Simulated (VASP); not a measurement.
Runs of VASP 6.6.1 on Hf. The structure is that of space group P6_3/mmc (No. 194), or close to it. The cells are those of the table. 

| task | cell | k mesh | cutoff (eV) | gap on the mesh (eV) | pressure (GPa) |
| --- | --- | --- | --- | --- | --- |
| single point | a = 3.159, b = 3.159, c = 4.999 Å, angles 90.0, 90.0, 120.0°, 2 atoms | 17 × 17 × 9 | 520 | none | -0.4 |
| single point | a = 3.144, b = 3.144, c = 4.974 Å, angles 90.0, 90.0, 120.0°, 2 atoms | 17 × 17 × 10 | 520 | none | (a) |
| relaxation of volume and atoms at fixed shape | relaxed from a = 3.197, b = 3.197, c = 5.058 Å, angles 90.0, 90.0, 120.0°, 2 atoms | 17 × 17 × 9 | 600 | none | 0.0 |
| single point | a = 3.175, b = 3.175, c = 5.024 Å, angles 90.0, 90.0, 120.0°, 2 atoms | 17 × 17 × 9 | 520 | none | -2.0 |

Alike in all rows: level PBEsol; potentials or basis VASP PAW PBE potentials, release 64 (Hf_pv); no spin polarisation; smearing gaussian 0.05 eV.

Question: Estimate the missing entries.

Answer: (a) 1.3.

Caveats: the PAW data sets were made with another functional, which shifts forces and pressure a little; spin-orbit coupling is left out, which moves the levels of the heavy elements.

A k mesh can miss the band edges, and the runs leave out spin-orbit coupling on Hf.

A gap of «none» marks levels without a gap at the run's occupations.
